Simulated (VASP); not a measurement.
# InSe (Cm) in VASP: further runs

InSe is run at these levels: PBEsol; tasks: single point.

Everything below comes from runs of VASP 6.6.1. Logs are shortened: lines on timing, memory, paths and dates and some standing lists are left out, and cuts for length are marked.

### Step 1. The cell of the first run

The structure is monoclinic, space group Cm (No. 8). The conventional cell has a = 7.010 Å, b = 4.047 Å, c = 18.052 Å, α = 90.00°, β = 90.00°, γ = 90.00°. In (site symmetry m) has 3 Se at 2.65 Å and 1 In at 2.79 Å within 3.5 Å. In (site symmetry m) has 3 Se at 2.65 Å and 1 In at 2.79 Å within 3.5 Å. In (site symmetry m) has 3 Se at 2.65 to 2.67 Å and 1 In at 2.79 Å within 3.5 Å. In (site symmetry m) has 3 Se at 2.65 Å and 1 In at 2.79 Å within 3.5 Å. Within 3.5 Å of Se (site symmetry m) lie 3 In at 2.65 to 2.67 Å. Within 3.5 Å of Se (site symmetry m) lie 3 In at 2.65 Å. Se (site symmetry m) has 3 In at 2.65 Å within 3.5 Å. Within 3.5 Å of Se (site symmetry m) lie 3 In at 2.65 Å.

### Step 2. Single point, PBEsol (atom 5 (Se) moved +0.017 Å along Cartesian [0 1 0])

INCAR

```
SYSTEM = InSe
ALGO = Normal ; EDIFF = 1E-7
ENCUT = 520 ; GGA = PS
ISIF = 2 ; ISMEAR = 0
LASPH = .TRUE. ; LCHARG = .FALSE.
LREAL = .FALSE. ; LWAVE = .FALSE.
NBANDS = 48 ; NELM = 80
PREC = Accurate ; SIGMA = 0.05
```

KPOINTS

```
k-points
0
G
  12 12 2
  0 0 0
```

POSCAR

```
InSe
1.0
    4.0473293151      0.0000000000      0.0000000000
   -2.0236646576      3.5050900044      0.0000000000
    0.0000000000      0.0000000000     18.0520649100
In Se
4 4
Direct
    0.0000000000      1.0000000000      0.5773936800
    0.0000000000      1.0000000000      0.4226063200
    0.3333333333      0.6666666667      0.9226095100
    0.3333333333      0.6666666667      0.0773904900
    0.6690489165      0.3380978330      0.8530000700
    0.6666666667      0.3333333333      0.1469999300
    0.3333333333      0.6666666667      0.6470157200
    0.3333333333      0.6666666667      0.3529842800
```

Potentials or basis: VASP PAW PBE potentials, release 64 (In_d, Se).

Command:

```console
$ cat potpaw_PBE.64/In_d/POTCAR potpaw_PBE.64/Se/POTCAR > POTCAR
$ mpirun -np 1 vasp_std > vasp.out
```

OUTCAR:

```text
SYSTEM = InSe
   EDIFF = 1E-7
   ENCUT = 520
   GGA = PS
   ISIF = 2
   ISMEAR = 0
   LASPH = .TRUE.
   LREAL = .FALSE.
   NELM = 80
   PREC = Accurate

 ion  position               nearest neighbor table
   1  0.000  0.000  0.577-   7 2.65   7 2.65   7 2.65   2 2.79
   2  0.000  0.000  0.423-   8 2.65   8 2.65   8 2.65   1 2.79
   3  0.333  0.667  0.923-   5 2.65   5 2.65   5 2.67   4 2.79
   4  0.333  0.667  0.077-   6 2.65   6 2.65   6 2.65   3 2.79
   5  0.669  0.338  0.853-   3 2.65   3 2.65   3 2.67
   6  0.667  0.333  0.147-   4 2.65   4 2.65   4 2.65
   7  0.333  0.667  0.647-   1 2.65   1 2.65   1 2.65
   8  0.333  0.667  0.353-   2 2.65   2 2.65   2 2.65

  LATTYP: Found a hexagonal cell.
 ALAT       =     4.0473293151
 C/A-ratio  =     4.4602411874

  Lattice vectors:

 A1 = (   4.0473293151,   0.0000000000,   0.0000000000)
 A2 = (  -2.0236646576,   3.5050900044,   0.0000000000)
 A3 = (   0.0000000000,   0.0000000000,  18.0520649100)

Analysis of symmetry for initial positions (statically):
=====================================================================
 Subroutine PRICEL returns:
 Original cell was already a primitive cell.

 Routine SETGRP: Setting up the symmetry group for a
 hexagonal supercell.

 Subroutine GETGRP returns: Found  2 space group operations
 (whereof  2 operations were pure point group operations)
 out of a pool of 24 trial point group operations.

The static configuration has the point symmetry C_1h.

Analysis of symmetry for dynamics (positions and initial velocities):
=====================================================================
 Subroutine PRICEL returns:
 Original cell was already a primitive cell.

 Routine SETGRP: Setting up the symmetry group for a
 hexagonal supercell.

 Subroutine GETGRP returns: Found  2 space group operations
 (whereof  2 operations were pure point group operations)
 out of a pool of 24 trial point group operations.

The dynamic configuration has the point symmetry C_1h.

 Subroutine INISYM returns: Found  2 space group operations
 (whereof  2 operations are pure point group operations),
 and found     1 'primitive' translations

----------------------------------------------------------------------------------------

                                     Primitive cell

  volume of cell :     256.0912

  direct lattice vectors                    reciprocal lattice vectors
     4.047329315  0.000000000  0.000000000     0.247076510  0.142649689  0.000000000
    -2.023664658  3.505090004  0.000000000     0.000000000  0.285299379  0.000000000
     0.000000000  0.000000000 18.052064910     0.000000000  0.000000000  0.055395325

  length of vectors
     4.047329315  4.047329315 18.052064910     0.285299379  0.285299379  0.055395325

  position of ions in fractional coordinates (direct lattice)
     0.000000000  0.000000000  0.577393680
     0.000000000  0.000000000  0.422606320
     0.333333333  0.666666667  0.922609510
     0.333333333  0.666666667  0.077390490
     0.669048917  0.338097833  0.853000070
     0.666666667  0.333333333  0.146999930
     0.333333333  0.666666667  0.647015720
     0.333333333  0.666666667  0.352984280

  ion indices of the primitive-cell ions
   primitive index   ion index
                 1           1
                 2           2
                 3           3
                 4           4
                 5           5
                 6           6
                 7           7
                 8           8

----------------------------------------------------------------------------------------

 KPOINTS: k-points

Automatic generation of k-mesh.
 Grid dimensions read from file:
 generate k-points for:   12   12    2

 Generating k-lattice:

  Cartesian coordinates                     Fractional coordinates (reciprocal lattice)
     0.020589709  0.011887474  0.000000000     0.083333333 -0.000000000  0.000000000
     0.000000000  0.023774948  0.000000000     0.000000000  0.083333333  0.000000000
     0.000000000  0.000000000  0.027697662     0.000000000  0.000000000  0.500000000

  Length of vectors
     0.023774948  0.023774948  0.027697662

  Shift w.r.t. Gamma in fractional coordinates (k-lattice)
     0.000000000  0.000000000  0.000000000

 Subroutine IBZKPT returns following result:
 ===========================================

 Found     86 irreducible k-points:

 Following reciprocal coordinates:
            Coordinates               Weight
  0.000000  0.000000  0.000000      1.000000
  0.083333  0.000000  0.000000      4.000000
  0.000000  0.083333  0.000000      2.000000
  0.166667  0.000000  0.000000      4.000000
  0.000000  0.166667  0.000000      2.000000
  0.250000  0.000000  0.000000      4.000000
[... 16 lines left out ...]
 -0.083333  0.416667  0.000000      4.000000
 -0.416667  0.333333  0.000000      4.000000
 [... further k-points ...]
   k-points           NKPTS =     86   k-points in BZ     NKDIM =     86   number of bands    NBANDS=     48
   number of dos      NEDOS =    301   number of ions     NIONS =      8
   total plane-waves  NPLWV = 126000
   dimension x,y,z NGX =    30 NGY =   30 NGZ =  140
   dimension x,y,z NGXF=    60 NGYF=   60 NGZF=  280
   ions per type =               4   4
   NGX,Y,Z   is equivalent  to a cutoff of  12.32, 12.32, 12.89 a.u.
   NGXF,Y,Z  is equivalent  to a cutoff of  24.65, 24.65, 25.79 a.u.
 SYSTEM =  InSe
   PREC   = accura    normal or accurate (medium, high low for compatibility)
   ISTART =      0    job   : 0-new  1-cont  2-samecut
   ICHARG =      2    charge: 1-file 2-atom 10-const
   ISPIN  =      1    spin polarized calculation?
   LNONCOLLINEAR =      F non collinear calculations
   LSORBIT =      F    spin-orbit coupling
   LASPH  =      T    aspherical Exc in radial PAW
   ENCUT  =  520.0 eV  38.22 Ry    6.18 a.u.   7.53  7.53 33.56*2*pi/ulx,y,z
   NELM   =     80;   NELMIN=  2; NELMDL= -5     # of ELM steps
   EDIFF  = 0.1E-06   stopping-criterion for ELM
   LREAL  =      F    real-space projection
   EDIFFG = 0.1E-05   stopping-criterion for IOM
   NSW    =      0    number of steps for IOM
   IBRION =     -1    ionic relax: 0-MD 1-quasi-New 2-CG
   NFREE  =      0    steps in history (QN), initial steepest desc. (CG)
   ISIF   =      2    stress and relaxation
   ISYM   =      2    0-nonsym 1-usesym 2-fastsym
   POTIM  = 0.5000    time-step for ionic-motion
   TEBEG  =    0.0;   TEEND  =   0.0 temperature during run
   PSTRESS=    0.0 pullay stress
   NELECT =      76.0000    total number of electrons
   NUPDOWN=      -1.0000    fix difference up-down
   EMIN   =  10.00;   EMAX   =-10.00  energy-range for DOS
   EFERMI =   0.00;   METHOD = LEGACY
   ISMEAR =     0;   SIGMA  =   0.05  broadening in eV -4-tet -1-fermi 0-gaus
   EFERMI_NEDOS =   21; number of points for ismear=-14 and -15
   IALGO  =     38    algorithm
   IMIX   =      4    mixing-type and parameters
     AMIX     =   0.40;   BMIX     =  1.00
     AMIX_MAG =   1.60;   BMIX_MAG =  1.00
  volume/ion in A,a.u.               =      32.01       216.02
  Fermi-wavevector in a.u.,A,eV,Ry     =   1.091980  2.063542 16.223849  1.192419
  Thomas-Fermi vector in A             =   2.228236
   LORBIT       =      0    0 simple, 1 ext, 2 COOP (PROOUT), +10 PAW based schemes
   GGA     = PS    functional components
   LHFCALC =     F    Hartree Fock is set to
   AEXX    =    0.0000 exact exchange contribution
   IVDW    =     0    specifies the selected vdW correction
   LEPSILON=     F    determine dielectric tensor
   LRPA    =     F    only Hartree local field effects (RPA)
 non-spin polarized calculation
 Gauss-broadening in eV      SIGMA  =   0.05
  energy-cutoff  :      520.00
  volume of cell :      256.09
 maximum number of plane-waves:      6951
   NGX = 15   NGY = 15   NGZ = 67

 number of electron      76.0000024 magnetization

 Free energy of the ion-electron system (eV)
  ---------------------------------------------------
  ext. energy  EPLUGINS =         0.00000000
  ---------------------------------------------------
  free energy    TOTEN  =       -31.14772557 eV

  energy without entropy =      -31.14772557  energy(sigma->0) =      -31.14772557

 E-fermi :   3.1702     XC(G=0):  -8.5841

 val. band max:        2.9041715685   @ k =   0.0000   0.0000   0.0000
 cond. band min:       3.5338796113   @ k =   0.0000   0.0000   0.0000
 fundamental gap:      0.6297080427
 Fermi energy:         3.1701639138

 k-point     1 :       0.0000    0.0000    0.0000
  band No.  band energies     occupation
      1     -11.5563      2.00000
      2     -11.5531      2.00000
      3     -11.3658      2.00000
      4     -11.3658      2.00000
      5     -11.3637      2.00000
      6     -11.3618      2.00000
[... 40 lines left out ...]
     47       8.5622      0.00000
     48       8.5804      0.00000

 k-point     2 :       0.0833    0.0000    0.0000
  band No.  band energies     occupation
      1     -11.5565      2.00000
      2     -11.5533      2.00000
      3     -11.3909      2.00000
      4     -11.3883      2.00000
      5     -11.3646      2.00000
      6     -11.3611      2.00000
[... 40 lines left out ...]
     47       8.2257      0.00000
     48       8.2995      0.00000

 k-point     3 :       0.0000    0.0833    0.0000
  band No.  band energies     occupation
      1     -11.5565      2.00000
      2     -11.5532      2.00000
      3     -11.3908      2.00000
      4     -11.3866      2.00000
      5     -11.3646      2.00000
      6     -11.3625      2.00000
[... 40 lines left out ...]
     47       8.2175      0.00000
     48       8.2878      0.00000

 k-point     4 :       0.1667    0.0000    0.0000
  band No.  band energies     occupation
      1     -11.5619      2.00000
      2     -11.5588      2.00000
      3     -11.4449      2.00000
      4     -11.4415      2.00000
      5     -11.3877      2.00000
      6     -11.3836      2.00000
[... 958 lines left out ...]
     47       7.3087      0.00000
     48       7.4386      0.00000

 k-point    23 :      -0.0833    0.4167    0.0000
  band No.  band energies     occupation
      1     -11.6543      2.00000
      2     -11.6492      2.00000
      3     -11.5526      2.00000
      4     -11.5474      2.00000
      5     -11.4928      2.00000
      6     -11.4893      2.00000
[... 40 lines left out ...]
     47       7.2968      0.00000
     48       7.4365      0.00000

 k-point    24 :      -0.4167    0.3333    0.0000
  band No.  band energies     occupation
      1     -11.6546      2.00000
      2     -11.6515      2.00000
      3     -11.5529      2.00000
      4     -11.5492      2.00000
      5     -11.4928      2.00000
      6     -11.4896      2.00000
[... 40 lines left out ...]
     47       7.2972      0.00000
     48       7.4372      0.00000

 [... further k-points ...]
[... 5 lines left out ...]
  --------------------------------------------------------------------------------------
  -------------------------------------------------------------------------------------
  Total       -1.3049392     -1.4441272     -0.8014511      0.0000000      0.1196130     -0.0000000
  in kB       -8.1640611     -9.0348599     -5.0141004      0.0000000      0.7483318     -0.0000000
  external PRESSURE =      -7.4043405 kB  Pullay stress =       0.0000000 kB

 VOLUME and BASIS-vectors are now :
 -----------------------------------------------------------------------------
  energy-cutoff  :      520.00
  volume of cell :      256.09
      direct lattice vectors                 reciprocal lattice vectors
     4.047329315  0.000000000  0.000000000     0.247076510  0.142649689  0.000000000
    -2.023664658  3.505090004  0.000000000     0.000000000  0.285299379  0.000000000
     0.000000000  0.000000000 18.052064910     0.000000000  0.000000000  0.055395325

 POSITION                                       TOTAL-FORCE (eV/Angst)
 -----------------------------------------------------------------------------------
      0.00000      0.00000     10.42315         0.000000     -0.000125     -0.080409
      0.00000      0.00000      7.62892        -0.000000      0.000025      0.080414
     -0.00000      2.33673     16.65501        -0.000000      0.077778      0.082509
     -0.00000      2.33673      1.39706        -0.000000      0.004186     -0.080824
      2.02366      1.18506     15.39841         0.000000     -0.083043     -0.034198
      2.02366      1.16836      2.65365        -0.000000      0.000988      0.032518
     -0.00000      2.33673     11.67997        -0.000000      0.000174      0.032031
     -0.00000      2.33673      6.37210        -0.000000      0.000018     -0.032041
 -----------------------------------------------------------------------------------
    total drift:                               -0.000000     -0.000011      0.000006

  FREE ENERGIE OF THE ION-ELECTRON SYSTEM (eV)
  ---------------------------------------------------
  free  energy   TOTEN  =       -31.1477255720 eV

  energy  without entropy=      -31.1477255720  energy(sigma->0) =      -31.14772557
```

Run time: 41 min. Hardware: 1 thread of Oxide Virtual Turin-like, shared host; peak memory 0.86 GiB.

Results:

- Free energy: -31.1477 eV
- Pressure: -0.7 GPa
- Largest force: 0.113 eV/Å
- Band gap on the k mesh: 0.63 eV

Forces in eV/Å, atoms in the order of the input:
```
In   0.000  0.000 -0.080
In   0.000  0.000  0.080
In   0.000  0.078  0.083
In   0.000  0.004 -0.081
Se   0.000 -0.083 -0.034
Se   0.000  0.001  0.033
Se   0.000  0.000  0.032
Se   0.000  0.000 -0.032
```

Stress tensor (GPa, compression positive):
```
-0.82  0.00  0.00
 0.00 -0.90  0.07
 0.00  0.07 -0.50
```

Caveat: the cell differs from its parent crystal (atom 5 (Se) moved +0.017 Å along Cartesian [0 1 0]); the PAW data sets were made with another functional, which shifts forces and pressure a little; spin-orbit coupling is left out, which moves the levels of the heavy elements; this functional lacks dispersion, which binds the layers, so the pressure and a relaxed spacing across them are unreliable.

(Part 1 of 2 ends here.)
